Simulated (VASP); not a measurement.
InP (zincblende type): electric field gradients with PBEsol

InP (zincblende type):

```
In P
1.0
     0.00000    2.97988    2.97988
     2.97988    0.00000    2.97988
     2.97988    2.97988    0.00000
In P
1 1
Direct
  0.00000 0.00000 0.00000
  0.25000 0.25000 0.25000
```

| Quantity | Value |
| --- | --- |
| Program | VASP 6.6.1 |
| Task | electric field gradients |
| Functional | PBEsol |
| Potentials or basis | VASP PAW PBE potentials, release 64 (In_d, P) |
| Cutoff | 520 eV |
| k mesh | 12 × 12 × 12 |
| Occupations | fermi-dirac, width 0.08 eV |
| Spin | no spin polarisation |
| Dipole correction | no |
| Further INCAR settings | ALGO = Normal; EDIFF = 1e-08; NBANDS = 16 |

The pressure is -2.5 GPa and the band gap on the k mesh is 0.35 eV, direct.

Levels at points of the mesh, in eV from the valence-band top:
```csv
k point,band 6,band 7,band 8,band 9,band 10,band 11,band 12,band 13
"(0.00, 0.00, 0.00)",-11.21,0.00,0.00,0.00,0.35,4.02,4.02,4.02
"(0.50, 0.00, 0.00)",-9.62,-5.54,-0.91,-0.91,1.28,4.73,4.73,6.85
"(0.50, 0.50, 0.00)",-9.02,-5.60,-2.19,-2.19,1.72,2.17,8.79,9.19
```

Run time: 60 s on 1 thread of AMD EPYC 7R43 64-Core Processor (Zen 3), on a shared host, peak memory 0.18 GiB.

Caveat: without QUAD_EFG the Cq values of the log hold for a quadrupole moment of 1 mb, not for the nuclei; the PAW data sets were made with another functional, which shifts forces and pressure a little; spin-orbit coupling is left out, which moves the levels of the heavy elements.
